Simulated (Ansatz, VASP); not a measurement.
## One calculation of MoS2, two programs

The input INCAR:

```
ALGO = Normal
EDIFF = 1E-7
ENCUT = 520
GGA = PE
ISIF = 2
ISMEAR = 0
IVDW = 12
LASPH = T
LCHARG = F
LREAL = F
LWAVE = F
NBANDS = 35
NELM = 60
PREC = Accurate
SIGMA = 0.05
```

Contents of KPOINTS:

```
k-points
0
Gamma
  12 12 4
```

POSCAR

```
MoS2
1.0
    2.9924515680     -0.0244525447      0.0330144153
   -1.5174023089      2.6343147635     -0.1140234382
    0.1267464802     -0.4322933665     11.7790357867
Mo S
2 4
Direct
    0.3251064105      0.6554470233      0.2497495666
    0.6706425551      0.3241738917      0.7586962050
    0.3204130041      0.6603002851      0.6208030158
    0.6469758330      0.3172843781      0.1164110380
    0.3621039082      0.6598216451      0.8741047114
    0.6747582891      0.3829727766      0.3802354632
```

Input for Ansatz:

```yaml
crystal:
  lattice:
    - [2.992451568, -0.0244525447, 0.0330144153]
    - [-1.5174023089, 2.6343147635, -0.1140234382]
    - [0.1267464802, -0.4322933665, 11.7790357867]
  atoms:
    - { symbol: Mo, position: [0.3251064105, 0.6554470233, 0.2497495666] }
    - { symbol: Mo, position: [0.6706425551, 0.3241738917, 0.758696205] }
    - { symbol: S, position: [0.3204130041, 0.6603002851, 0.6208030158] }
    - { symbol: S, position: [0.646975833, 0.3172843781, 0.116411038] }
    - { symbol: S, position: [0.3621039082, 0.6598216451, 0.8741047114] }
    - { symbol: S, position: [0.6747582891, 0.3829727766, 0.3802354632] }
basis:
  ecutwfc: 420
kpoints:
  mp_grid: { grid: [12, 12, 4] }
hamiltonian:
  xc: pbe
  dispersion: d3bj
scf:
  occupations: { method: gaussian, width: 0.05 }
output:
  forces: true
  stress: true
  eigenvalues: true
```

Change from the starting cell: all atoms moved at random (sigma 0.06 Å a component), cell strained at random (sigma 0.05).

Alike in both runs: task single point; functional PBE; dispersion D3(BJ); k mesh 12 × 12 × 4; occupations gaussian, width 0.05 eV; no spin polarisation.

```csv
,VASP,Ansatz
version,VASP 6.6.1,Ansatz 0.2.0
potentials or method,"VASP PAW PBE potentials, release 64 (Mo_sv, S), cutoff 520 eV","scalar-relativistic, plane waves, PAW"
valence electrons in the cell,52,52
```

VASP gave:

- gap on the k mesh at the Fermi level (eV): 0.35
- least direct gap on the mesh (eV): 1.54
- pressure (GPa): 26.5
- traceless stress, the component that is largest in VASP (GPa): 10.46
- rms of the force components (eV/Å): 2.341

Q: Estimate Ansatz's values.

A: gap on the k mesh at the Fermi level (eV): 0.33; least direct gap on the mesh (eV): 1.52; pressure (GPa): 26.8; traceless stress, the component that is largest in VASP (GPa): 10.51; rms of the force components (eV/Å): 2.355.

Atom by atom the forces differ by 0.017 eV/Å (rms over components).
